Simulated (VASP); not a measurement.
A run of VASP 6.6.1 is set up as follows.

Contents of POSCAR:

```
Os
1.0
    3.4265512802      0.0000000000      0.0000000000
   -1.7132756401      2.9674804561      0.0000000000
    0.0000000000      0.0000000000      5.6538096124
Os
4
Direct
    0.3333333333      0.6666666667      0.4375000000
    0.6666666667      0.3333333333      0.9375000000
    0.6666666667      0.3333333333      0.5625000000
    0.3333333333      0.6666666667      0.0625000000
```

Contents of INCAR.step1:

```
SYSTEM = Os
PREC = Accurate ; ENCUT = 520
ISMEAR = 0 ; SIGMA = 0.1
LREAL = .FALSE. ; LASPH = .TRUE.
NELM = 100 ; NBANDS = 24
GGA = PE ; ALGO = Normal
EDIFF = 1E-4 ; LWAVE = .TRUE.
LCHARG = .FALSE.
```

The input INCAR.step2:

```
SYSTEM = Os
PREC = Accurate ; ENCUT = 520
EDIFF = 1E-7 ; ISMEAR = 0
SIGMA = 0.1 ; LREAL = .FALSE.
LASPH = .TRUE. ; NELM = 100
ALGO = Normal ; ISIF = 2
LWAVE = .FALSE. ; LCHARG = .FALSE.
METAGGA = R2SCAN ; LMIXTAU = .TRUE.
NBANDS = 24 ; ISTART = 1
```

The input KPOINTS:

```
regular mesh
0
G
  6 6 4
  0 0 0
```

Potentials or basis: VASP PAW PBE potentials, release 64 (Os).

Launch:

```console
$ cat potpaw_PBE.64/Os/POTCAR > POTCAR
$ cp INCAR.step1 INCAR
$ mpirun -np 1 vasp_std > vasp.out
$ cp INCAR.step2 INCAR
$ mpirun -np 1 vasp_std > vasp.out
```

Q: Estimate the band gap on the k mesh.

A: Zero (bands 16 and 17 overlap by 1.00 eV).

Q: Estimate the largest force.

A: 0.482 eV/Å.

Stress tensor (GPa, compression positive):
```
180.88   0.00   0.00
  0.00 180.88   0.00
  0.00   0.00 182.88
```

Caveat: the cell stands under pressure; the PAW data sets were made with another functional, which shifts forces and pressure a little; spin-orbit coupling is left out, which moves the levels of the heavy elements.
